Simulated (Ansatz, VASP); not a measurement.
## MnS in VASP and in Ansatz

INCAR

```
  PREC = Accurate
  ENCUT = 600
  EDIFF = 1E-6
  ISMEAR = 0
  SIGMA = 0.05
  LREAL = F
  LASPH = T
  NELM = 200
  ALGO = Normal
  ISIF = 2
  LWAVE = F
  LCHARG = T
  ISPIN = 2
  MAGMOM = 4.75 0.08
  LORBIT = 11
  LMAXMIX = 4
  LDAU = T
  LDAUTYPE = 2
  LDAUL = 2 -1
  LDAUU = 3 0
  LDAUJ = 0 0
  LDAUPRINT = 1
  GGA = PE
  LELF = T
  LVHAR = T
  NBANDS = 22
  GGA_COMPAT = F
```

KPOINTS

```
Automatic mesh
0
Gamma
  6 6 6
```

Contents of POSCAR:

```
MnS
1.0
    0.0000000000      2.8000000000      2.8000000000
    2.8000000000      0.0000000000      2.8000000000
    2.8000000000      2.8000000000      0.0000000000
Mn S
1 1
Direct
    0.0000000000      0.0000000000      0.0000000000
    0.7500000000      0.7500000000      0.7500000000
```

Input for Ansatz:

```yaml
crystal:
  lattice:
    - [0.0, 2.8, 2.8]
    - [2.8, 0.0, 2.8]
    - [2.8, 2.8, 0.0]
  atoms:
    - { symbol: Mn, position: [0.0, 0.0, 0.0], spin: 5.0 }
    - { symbol: S, position: [0.75, 0.75, 0.75] }
basis:
  ecutwfc: 420
  ecutrho_ratio: 4
kpoints:
  mp_grid: { grid: [6, 6, 6] }
hamiltonian:
  xc: pbe
  hubbard:
    sites:
      - { site: 0, l: d, u_eff: 3.0, starting_ns: [{ spin: up, occupation_matrix: s0up }, { spin: down, occupation_matrix: s0down }] }
    occupation_matrices:
      s0up:
        matrix:
          - [0.97, 0.0, 0.0, 0.0, 0.0]
          - [0.0, 0.97, 0.0, 0.0, 0.0]
          - [0.0, 0.0, 0.97, 0.0, 0.0]
          - [0.0, 0.0, 0.0, 0.97, 0.0]
          - [0.0, 0.0, 0.0, 0.0, 0.97]
      s0down:
        matrix:
          - [0.02, 0.0, 0.0, 0.0, 0.0]
          - [0.0, 0.02, 0.0, 0.0, 0.0]
          - [0.0, 0.0, 0.02, 0.0, 0.0]
          - [0.0, 0.0, 0.0, 0.02, 0.0]
          - [0.0, 0.0, 0.0, 0.0, 0.02]
    ns_hold: { iters: 10 }
scf:
  occupations: { method: gaussian, width: 0.05 }
  lower_state_search: "off"
  max_iter: 150
output:
  forces: true
  stress: true
  eigenvalues: true
  populations: true
  hubbard: { sites: [{ site: 0, l: d }] }
  write_density: true
  write_potential: true
  elf: true
  volumetric_format: npy
magnetization:
  spin_polarized: true
```

Alike in both runs: task single point; functional PBE; k mesh 6 × 6 × 6; occupations gaussian, width 0.05 eV; collinear spin; Hubbard terms Mn d U = 3.0 eV.

|  | VASP | Ansatz |
| --- | --- | --- |
| version | VASP 6.6.1 | Ansatz 0.2.0 |
| potentials or method | VASP PAW PBE potentials, release 64 (Mn_sv, S), cutoff 600 eV | scalar-relativistic, plane waves, PAW |
| valence electrons in the cell | 21 | 21 |

Ansatz gave:

| Property | Result |
| --- | --- |
| gap on the k mesh at the Fermi level (eV) | 1.03 |
| least direct gap on the mesh (eV) | 1.17 |
| pressure (GPa) | 4.5 |
| net moment per atom (μB) | 2.50 |
| size of the moment on the site where the two differ most (μB) | 4.32 |

Q: Which values does VASP return?

A: gap on the k mesh at the Fermi level (eV): 0.78; least direct gap on the mesh (eV): 1.16; pressure (GPa): 3.4; net moment per atom (μB): 2.50; size of the moment on the site where the two differ most (μB): 4.35.

Site moments also hang on the region over which each program counts them. The programs project onto different local orbitals, so the same U acts differently, and such runs can settle in different states.
